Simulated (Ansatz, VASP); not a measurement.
One calculation of Bi2Se3, two programs

Contents of INCAR:

```
SYSTEM = Bi2Se3
PREC = Accurate ; ENCUT = 520
EDIFF = 1E-8 ; ISMEAR = -1
SIGMA = 0.03 ; LREAL = .FALSE.
LASPH = .TRUE. ; NELM = 80
ALGO = Normal ; ISIF = 2
LWAVE = .FALSE. ; LCHARG = .FALSE.
GGA = PE ; LEFG = .TRUE.
NBANDS = 32
```

The input KPOINTS:

```
Automatic mesh
0
G
  6 6 6
  0 0 0
```

File POSCAR:

```
Bi2Se3
1.0
    1.9640861900      1.0798123836      9.5126552003
   -2.1789124036      1.1212423696      9.5540851862
   -0.0715336865     -2.4874146533      9.5692496135
Bi Se
2 3
Direct
    0.4008000000      0.4008000000      0.4008000000
    0.5992000000      0.5992000000      0.5992000000
    0.0000000000      0.0000000000      0.0000000000
    0.2117000000      0.2117000000      0.2117000000
    0.7883000000      0.7883000000      0.7883000000
```

Input for Ansatz:

```yaml
crystal:
  lattice:
    - [1.96408619, 1.0798123836, 9.5126552003]
    - [-2.1789124036, 1.1212423696, 9.5540851862]
    - [-0.0715336865, -2.4874146533, 9.5692496135]
  atoms:
    - { symbol: Bi, position: [0.4008, 0.4008, 0.4008] }
    - { symbol: Bi, position: [0.5992, 0.5992, 0.5992] }
    - { symbol: Se, position: [0.0, 0.0, 0.0] }
    - { symbol: Se, position: [0.2117, 0.2117, 0.2117] }
    - { symbol: Se, position: [0.7883, 0.7883, 0.7883] }
kpoints:
  mp_grid: { grid: [6, 6, 6] }
scf:
  occupations: { method: fermi_dirac, width: 0.03 }
hamiltonian:
  xc: pbe
  pseudopotentials: { kind: all_electron, datasets: crystal }
output:
  forces: true
  stress: true
  eigenvalues: true
  efg: { contact_densities: true }
```

Change from the starting cell: equal xy, yz and zx shear strains of -2 %, crystal datasets.

Alike in both runs: task electric field gradients; functional PBE; k mesh 6 × 6 × 6; occupations fermi-dirac, width 0.03 eV; no spin polarisation.

|  | VASP | Ansatz |
| --- | --- | --- |
| version | VASP 6.6.1 | Ansatz 0.2.0 |
| potentials or method | VASP PAW PBE potentials, release 64 (Bi_d, Se), cutoff 520 eV | all-electron PAW with datasets made for the crystal, scalar-relativistic |

VASP gave:

| Property | Result |
| --- | --- |
| pressure (GPa) | 2.6 |
| traceless stress, the component that is largest in VASP (GPa) | 1.22 |
| rms of the force components (eV/Å) | 0.123 |
| size of Vzz on the site where it differs most (V/Å²) | 49.3 |

Q: Which values does Ansatz return?

A: Pressure (GPa): 2.6; traceless stress, the component that is largest in VASP (GPa): 1.22; rms of the force components (eV/Å): 0.118; size of Vzz on the site where it differs most (V/Å²): 52.6.

Atom by atom the forces differ by 0.006 eV/Å (rms over components). Ansatz ran all-electron here, and VASP with PAW potentials.

Neither program's run includes spin-orbit coupling.
